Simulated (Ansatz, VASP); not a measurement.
One calculation of BN, two programs

```
CELL_PARAMETERS angstrom
0.00000 1.80483 1.80483
1.80483 0.00000 1.80483
1.80483 1.80483 0.00000
ATOMIC_POSITIONS crystal
B 0.00000 0.00000 0.00000
N 0.25000 0.25000 0.25000
```

Alike in both runs: task single point; functional PBEsol; k mesh 8 × 8 × 8; no spin polarisation.

|  | VASP | Ansatz |
| --- | --- | --- |
| version | VASP 6.6.1 | Ansatz 0.2.0 |
| potentials or method | VASP PAW PBE potentials, release 64 (B, N) | plane waves, PAW |
| plane-wave cutoff (eV) | 520 | 420 |
| occupations | gaussian, width 0.01 eV | fixed |
| valence electrons in the cell | 8 | 8 |

|  | VASP | Ansatz | Ansatz less VASP |
| --- | --- | --- | --- |
| gap on the k mesh at the Fermi level (eV) | 4.28 | 4.29 | +0.013 |
| pressure (GPa) | -0.6 | -1.3 | -0.62 |

VASP's potentials were made for PBE, not for PBEsol.
